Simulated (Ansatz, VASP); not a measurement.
# Two plane-wave programs on Rh

```
CELL_PARAMETERS angstrom
0.00000 1.89785 1.89785
1.89785 0.00000 1.89785
1.89785 1.89785 0.00000
ATOMIC_POSITIONS crystal
Rh 0.00000 0.00000 0.00000
```

Alike in both runs: functional r2SCAN; k mesh 12 × 12 × 12; occupations fermi-dirac, width 0.05 eV; non-collinear spin, spin-orbit coupling.

|  | VASP | Ansatz |
| --- | --- | --- |
| version | VASP 6.6.1 | Ansatz 0.2.0 |
| potentials or method | VASP PAW PBE potentials, release 64 (Rh_pv) | Ansatz PAW |
| plane-wave cutoff (eV) | 520 | 500 |
| valence electrons in the cell | 15 | 17 |
| task | single point | band structure |

|  | VASP | Ansatz | Ansatz less VASP |
| --- | --- | --- | --- |
| pressure (GPa) | 2.4 | 1.0 | -1.36 |
| net moment per atom (μB) | 0.00 | 0.00 | 0.000 |

VASP's potentials were made for PBE, not for r2SCAN. VASP's potentials hold 15 valence electrons a cell and Ansatz's 17, so a difference there can come from the potentials and not from the codes.
